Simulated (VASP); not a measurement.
A run of VASP 6.6.1:

File INCAR:

```
SYSTEM = Y2GeS
PREC     = Accurate       ! precision mode
ENCUT    = 520            ! plane-wave cutoff, eV
EDIFF    = 1E-6           ! SCF threshold, eV
ISMEAR   = 0              ! smearing method
SIGMA    = 0.1            ! smearing width, eV
LREAL    = .FALSE.        ! projectors in reciprocal space
LASPH    = .TRUE.         ! aspherical terms in the spheres
NELM     = 80             ! most SCF steps
ALGO     = Normal         ! electronic algorithm
ISIF     = 2              ! what is computed and relaxed
LWAVE    = .FALSE.        ! write WAVECAR
LCHARG   = .FALSE.        ! write CHGCAR
GGA      = PE             ! functional
NBANDS   = 29             ! bands
```

KPOINTS

```
Automatic mesh
0
G
  6 6 6
  0 0 0
```

Contents of POSCAR:

```
Y2GeS
1.0
   -2.3914715800      2.3914715800      3.8546655100
    2.3914715800     -2.3914715800      3.8546655100
    2.3914715800      2.3914715800     -3.8546655100
Y Ge S
2 1 1
Direct
    0.5000000000      0.0000000000      0.5000000000
    0.0000000000      0.5000000000      0.5000000000
    0.5000000000      0.5000000000      0.0000000000
    0.0000000000      0.0000000000      0.0000000000
```

Potentials or basis: VASP PAW PBE potentials, release 64 (Y_sv, Ge_d, S).

Launch:

```bash
$ cat potpaw_PBE.64/Y_sv/POTCAR potpaw_PBE.64/Ge_d/POTCAR potpaw_PBE.64/S/POTCAR > POTCAR
$ mpirun -np 1 vasp_std > vasp.out
```

Hardware: 1 thread of Intel(R) Xeon(R) 6975P-C (Granite Rapids), with other jobs on the host.

Task: How long does it take, and how much memory?

Result: Run time: 40 s on 1 thread of Intel(R) Xeon(R) 6975P-C (Granite Rapids), on a shared host, peak memory 0.3 GiB. Counts: scf iterations 14, k points 30.
